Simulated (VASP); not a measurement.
# Ti (I4/mmm) in VASP: single point with r2SCAN

Aim: the single point of Ti with r2SCAN.

Everything below comes from runs of VASP 6.6.1. Logs are shortened: lines on timing, memory, paths and dates and some standing lists are left out, and cuts for length are marked.

## Step 1: The cell of the first run

The structure is tetragonal, space group I4/mmm (No. 139). The conventional cell has a = 3.252 Å, b = 3.252 Å, c = 3.414 Å, α = 90.00°, β = 90.00°, γ = 90.00°. Ti (site symmetry 4/mmm) has 14 Ti at 2.86 to 3.41 Å within 3.8 Å.

## Step 2: Single point, r2SCAN (strain +0.000 along x and y, +0.050 along z)

Contents of POSCAR:

```
Ti
1.0
   -1.6258948707      1.6258948707      1.7071896142
    1.6258948707     -1.6258948707      1.7071896142
    1.6258948707      1.6258948707     -1.7071896142
Ti
1
Direct
    0.0000000000      0.0000000000      0.0000000000
```

Contents of INCAR.step1:

```
SYSTEM = Ti
ALGO     = Normal         ! electronic algorithm
EDIFF    = 1E-4           ! SCF threshold, eV
ENCUT    = 520            ! plane-wave cutoff, eV
GGA      = PE             ! functional
ISMEAR   = 0              ! smearing method
LASPH    = .True.         ! aspherical terms in the spheres
LCHARG   = .False.        ! write CHGCAR
LREAL    = .False.        ! projectors in reciprocal space
LWAVE    = .True.         ! write WAVECAR
NBANDS   = 12             ! bands
NELM     = 100            ! most SCF steps
PREC     = Accurate       ! precision mode
SIGMA    = 0.15           ! smearing width, eV
```

Contents of INCAR.step2:

```
SYSTEM = Ti
ALGO     = Normal         ! electronic algorithm
EDIFF    = 1E-6           ! SCF threshold, eV
ENCUT    = 520            ! plane-wave cutoff, eV
ISIF     = 2              ! what is computed and relaxed
ISMEAR   = 0              ! smearing method
ISTART   = 1            
LASPH    = .True.         ! aspherical terms in the spheres
LCHARG   = .True.         ! write CHGCAR
LELF     = .True.         ! ELF
LMIXTAU  = .True.       
LREAL    = .False.        ! projectors in reciprocal space
LVHAR    = .True.       
LWAVE    = .False.        ! write WAVECAR
METAGGA  = R2SCAN         ! meta-GGA
NBANDS   = 12             ! bands
NELM     = 100            ! most SCF steps
PREC     = Accurate       ! precision mode
SIGMA    = 0.15           ! smearing width, eV
```

Contents of KPOINTS:

```
k-points
0
Gamma
  26 26 26
  0 0 0
```

Potentials or basis: VASP PAW PBE potentials, release 64 (Ti_sv).

Started as:

```
$ cat potpaw_PBE.64/Ti_sv/POTCAR > POTCAR
$ cp INCAR.step1 INCAR
$ mpirun -np 1 vasp_std > vasp.out
$ cp INCAR.step2 INCAR
$ mpirun -np 1 vasp_std > vasp.out
```

OUTCAR:

```text
SYSTEM = Ti
   EDIFF = 1E-6
   ENCUT = 520
   ISIF = 2
   ISMEAR = 0
   ISTART = 1
   LASPH = .True.
   LREAL = .False.
   METAGGA = R2SCAN
   NELM = 100
   PREC = Accurate

 ion  position               nearest neighbor table
   1  0.000  0.000  0.000-

  LATTYP: Found a body centered tetragonal cell.
 ALAT       =     3.2517897414
 C/A-ratio  =     1.0500000000

  Lattice vectors:

 A1 = (  -1.6258948707,   1.6258948707,   1.7071896142)
 A2 = (   1.6258948707,  -1.6258948707,   1.7071896142)
 A3 = (   1.6258948707,   1.6258948707,  -1.7071896142)

Analysis of symmetry for initial positions (statically):
=====================================================================
 Subroutine PRICEL returns:
 Original cell was already a primitive cell.

 Routine SETGRP: Setting up the symmetry group for a
 body centered tetragonal supercell.

 Subroutine GETGRP returns: Found 16 space group operations
 (whereof 16 operations were pure point group operations)
 out of a pool of 16 trial point group operations.

The static configuration has the point symmetry D_4h.

Analysis of symmetry for dynamics (positions and initial velocities):
=====================================================================
 Subroutine PRICEL returns:
 Original cell was already a primitive cell.

 Routine SETGRP: Setting up the symmetry group for a
 body centered tetragonal supercell.

 Subroutine GETGRP returns: Found 16 space group operations
 (whereof 16 operations were pure point group operations)
 out of a pool of 16 trial point group operations.

The dynamic configuration has the point symmetry D_4h.

 Subroutine INISYM returns: Found 16 space group operations
 (whereof 16 operations are pure point group operations),
 and found     1 'primitive' translations

----------------------------------------------------------------------------------------

                                     Primitive cell

  volume of cell :      18.0521

  direct lattice vectors                    reciprocal lattice vectors
    -1.625894871  1.625894871  1.707189614     0.000000000  0.307522958  0.292879008
     1.625894871 -1.625894871  1.707189614     0.307522958  0.000000000  0.292879008
     1.625894871  1.625894871 -1.707189614     0.307522958  0.307522958  0.000000000

  length of vectors
     2.863837398  2.863837398  2.863837398     0.424674561  0.424674561  0.434903138

  position of ions in fractional coordinates (direct lattice)
     0.000000000  0.000000000  0.000000000

  ion indices of the primitive-cell ions
   primitive index   ion index
                 1           1

----------------------------------------------------------------------------------------

 KPOINTS: k-points

Automatic generation of k-mesh.
 Grid dimensions read from file:
 generate k-points for:   26   26   26

 Generating k-lattice:

  Cartesian coordinates                     Fractional coordinates (reciprocal lattice)
     0.000000000  0.011827806  0.011264577     0.038461538  0.000000000  0.000000000
     0.011827806  0.000000000  0.011264577     0.000000000  0.038461538  0.000000000
     0.011827806  0.011827806  0.000000000     0.000000000  0.000000000  0.038461538

  Length of vectors
     0.016333637  0.016333637  0.016727044

  Shift w.r.t. Gamma in fractional coordinates (k-lattice)
     0.000000000  0.000000000  0.000000000

 Subroutine IBZKPT returns following result:
 ===========================================

 Found   1330 irreducible k-points:

 Following reciprocal coordinates:
            Coordinates               Weight
  0.000000  0.000000  0.000000      1.000000
  0.038462 -0.000000  0.000000      8.000000
  0.076923 -0.000000  0.000000      8.000000
  0.115385 -0.000000  0.000000      8.000000
  0.153846 -0.000000  0.000000      8.000000
  0.192308  0.000000 -0.000000      8.000000
[... 16 lines left out ...]
  0.346154  0.038462  0.000000     16.000000
  0.384615  0.038462  0.000000     16.000000
 [... further k-points ...]
   k-points           NKPTS =   1330   k-points in BZ     NKDIM =   1330   number of bands    NBANDS=     12
   number of dos      NEDOS =    301   number of ions     NIONS =      1
   total plane-waves  NPLWV =  13824
   dimension x,y,z NGX =    24 NGY =   24 NGZ =   24
   dimension x,y,z NGXF=    48 NGYF=   48 NGZF=   48
   ions per type =               1
   NGX,Y,Z   is equivalent  to a cutoff of  13.93, 13.93, 13.93 a.u.
   NGXF,Y,Z  is equivalent  to a cutoff of  27.86, 27.86, 27.86 a.u.
 SYSTEM =  Ti
   PREC   = accura    normal or accurate (medium, high low for compatibility)
   ISTART =      1    job   : 0-new  1-cont  2-samecut
   ICHARG =      0    charge: 1-file 2-atom 10-const
   ISPIN  =      1    spin polarized calculation?
   LNONCOLLINEAR =      F non collinear calculations
   LSORBIT =      F    spin-orbit coupling
   LASPH  =      T    aspherical Exc in radial PAW
   ENCUT  =  520.0 eV  38.22 Ry    6.18 a.u.   5.32  5.32  5.32*2*pi/ulx,y,z
   NELM   =    100;   NELMIN=  2; NELMDL=  0     # of ELM steps
   EDIFF  = 0.1E-05   stopping-criterion for ELM
   LREAL  =      F    real-space projection
   EDIFFG = 0.1E-04   stopping-criterion for IOM
   NSW    =      0    number of steps for IOM
   IBRION =     -1    ionic relax: 0-MD 1-quasi-New 2-CG
   NFREE  =      0    steps in history (QN), initial steepest desc. (CG)
   ISIF   =      2    stress and relaxation
   ISYM   =      2    0-nonsym 1-usesym 2-fastsym
   POTIM  = 0.5000    time-step for ionic-motion
   TEBEG  =    0.0;   TEEND  =   0.0 temperature during run
   PSTRESS=    0.0 pullay stress
   NELECT =      12.0000    total number of electrons
   NUPDOWN=      -1.0000    fix difference up-down
   EMIN   =  10.00;   EMAX   =-10.00  energy-range for DOS
   EFERMI =   0.00;   METHOD = LEGACY
   ISMEAR =     0;   SIGMA  =   0.15  broadening in eV -4-tet -1-fermi 0-gaus
   EFERMI_NEDOS =   21; number of points for ismear=-14 and -15
   IALGO  =     38    algorithm
   IMIX   =      4    mixing-type and parameters
     AMIX     =   0.40;   BMIX     =  1.00
     AMIX_MAG =   1.60;   BMIX_MAG =  1.00
  volume/ion in A,a.u.               =      18.05       121.82
  Fermi-wavevector in a.u.,A,eV,Ry     =   1.428761  2.699967 27.774375  2.041359
  Thomas-Fermi vector in A             =   2.548788
   LORBIT       =      0    0 simple, 1 ext, 2 COOP (PROOUT), +10 PAW based schemes
   METAGGA = R2SCAN    functional components
   LHFCALC =     F    Hartree Fock is set to
   AEXX    =    0.0000 exact exchange contribution
   IVDW    =     0    specifies the selected vdW correction
   LEPSILON=     F    determine dielectric tensor
   LRPA    =     F    only Hartree local field effects (RPA)
 non-spin polarized calculation
 Gauss-broadening in eV      SIGMA  =   0.15
  energy-cutoff  :      520.00
  volume of cell :       18.05
 maximum number of plane-waves:       506
 NGX is ok and might be reduce to    24
   NGX = 11   NGY = 11   NGZ = 11

 number of electron      12.0000002 magnetization

 Free energy of the ion-electron system (eV)
  ---------------------------------------------------
  ext. energy  EPLUGINS =         0.00000000
  ---------------------------------------------------
  free energy    TOTEN  =       -12.81871951 eV

  energy without entropy =      -12.79184124  energy(sigma->0) =      -12.80528038

 E-fermi :   7.7285     XC(G=0): -12.2044

 val. band max:        7.7285088449   @ k =  -0.2308  -0.4615   0.0385
 cond. band min:       7.7295093303   @ k =  -0.2308   0.3462   0.0769
 fundamental gap:      0.0010004855
 Fermi energy:         7.7285126470

 k-point     1 :       0.0000    0.0000    0.0000
  band No.  band energies     occupation
      1     -51.2833      2.00000
      2     -26.1286      2.00000
      3     -26.1286      2.00000
      4     -26.1240      2.00000
      5       1.4627      2.00000
      6       8.7118      0.00000
      7       8.7118      0.00000
      8       9.0703      0.00000
      9      10.2929      0.00000
     10      10.7024      0.00000
     11      24.9645      0.00000
     12      25.8482      0.00000

 k-point     2 :       0.0385   -0.0000    0.0000
  band No.  band energies     occupation
      1     -51.2816      2.00000
      2     -26.1362      2.00000
      3     -26.1313      2.00000
      4     -26.1257      2.00000
      5       1.5129      2.00000
      6       8.7064      0.00000
      7       8.7189      0.00000
      8       9.0762      0.00000
      9      10.2739      0.00000
     10      10.6930      0.00000
     11      24.9392      0.00000
     12      25.7725      0.00000

 k-point     3 :       0.0769   -0.0000    0.0000
  band No.  band energies     occupation
      1     -51.2767      2.00000
      2     -26.1631      2.00000
      3     -26.1391      2.00000
      4     -26.1260      2.00000
      5       1.6621      2.00000
      6       8.6854      0.00000
      7       8.7153      0.00000
      8       9.1197      0.00000
      9      10.2207      0.00000
     10      10.6711      0.00000
     11      24.8134      0.00000
     12      25.5712      0.00000
[... 286 lines left out ...]
 k-point    23 :       0.3462    0.0385    0.0000
  band No.  band energies     occupation
      1     -51.1871      2.00000
      2     -26.6388      2.00000
      3     -26.2822      2.00000
      4     -26.1288      2.00000
      5       4.7341      2.00000
      6       7.7717      0.68370
      7       7.9231      0.06661
      8      10.2798      0.00000
      9      10.7466      0.00000
     10      11.3570      0.00000
     11      18.2540      0.00000
     12      22.2602      0.00000

 k-point    24 :       0.3846    0.0385    0.0000
  band No.  band energies     occupation
      1     -51.1778      2.00000
      2     -26.6860      2.00000
      3     -26.2969      2.00000
      4     -26.1290      2.00000
      5       5.0172      2.00000
      6       7.6789      1.35995
      7       8.0548      0.00210
      8      10.3066      0.00000
      9      10.8052      0.00000
     10      11.6570      0.00000
     11      17.3948      0.00000
     12      21.9130      0.00000

 [... further k-points ...]

------------------------ aborting loop because EDIFF is reached ----------------------------------------

  FORCE on cell =-STRESS in cart. coord.  units (eV):
  Direction    XX          YY          ZZ          XY          YZ          ZX
  --------------------------------------------------------------------------------------
  -------------------------------------------------------------------------------------
  Total       -0.5814474     -0.5814474     -0.3768733      0.0000000      0.0000000      0.0000000
  in kB      -51.6053031    -51.6053031    -33.4487001      0.0000000      0.0000000      0.0000000
  external PRESSURE =     -45.5531021 kB  Pullay stress =       0.0000000 kB

 VOLUME and BASIS-vectors are now :
 -----------------------------------------------------------------------------
  energy-cutoff  :      520.00
  volume of cell :       18.05
      direct lattice vectors                 reciprocal lattice vectors
    -1.625894871  1.625894871  1.707189614     0.000000000  0.307522958  0.292879008
     1.625894871 -1.625894871  1.707189614     0.307522958  0.000000000  0.292879008
     1.625894871  1.625894871 -1.707189614     0.307522958  0.307522958  0.000000000

 POSITION                                       TOTAL-FORCE (eV/Angst)
 -----------------------------------------------------------------------------------
      0.00000      0.00000      0.00000         0.000000      0.000000     -0.000000
 -----------------------------------------------------------------------------------
    total drift:                                0.000000      0.000000      0.000000

  FREE ENERGIE OF THE ION-ELECTRON SYSTEM (eV)
  ---------------------------------------------------
  free  energy   TOTEN  =       -12.8187195132 eV

  energy  without entropy=      -12.7918412448  energy(sigma->0) =      -12.80528038
```

It took 5 min on 1 thread of Intel Xeon 6975P-C (Granite Rapids), shared host; peak memory 0.38 GiB.

Results:

| Quantity | Value |
| --- | --- |
| Free energy | -12.8187 eV |
| Pressure | -4.6 GPa |
| Band gap on the k mesh | zero (bands 6 and 7 overlap by 1.73 eV) |

Stress tensor (GPa, compression positive):
```
-5.16  0.00  0.00
 0.00 -5.16  0.00
 0.00  0.00 -3.34
```

Caveat: the cell differs from its parent crystal (strain +0.000 along x and y, +0.050 along z); the cell stands under tension; the PAW data sets were made with another functional, which shifts forces and pressure a little.
